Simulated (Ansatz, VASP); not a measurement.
## CdF2 in VASP and in Ansatz

```
Cd F
1.0
     0.00000    2.76201    2.76201
     2.76201    0.00000    2.76201
     2.76201    2.76201    0.00000
Cd F
1 2
Direct
  0.00000 0.00000 0.00000
  0.25000 0.25000 0.25000
  0.75000 0.75000 0.75000
```

Alike in both runs: task single point; functional PBEsol; k mesh 8 × 8 × 8; occupations gaussian, width 0.05 eV; no spin polarisation.

|  | VASP | Ansatz |
| --- | --- | --- |
| version | VASP 6.6.1 | Ansatz 0.2.0 |
| potentials or method | VASP PAW PBE potentials, release 64 (Cd, F), cutoff 520 eV | scalar-relativistic, plane waves, PAW |
| valence electrons in the cell | 26 | 34 |

|  | VASP | Ansatz | Ansatz less VASP |
| --- | --- | --- | --- |
| gap on the k mesh at the Fermi level (eV) | 2.65 | 2.68 | +0.028 |
| least direct gap on the mesh (eV) | 3.23 | 3.26 | +0.028 |
| pressure (GPa) | -6.5 | -6.9 | -0.46 |

VASP's potentials were made for PBE, not for PBEsol. With one functional, cell and mesh, what is left measures potentials, basis and numerics. VASP's potentials hold 26 valence electrons a cell and Ansatz's 34, so a difference there can come from the potentials and not from the codes.
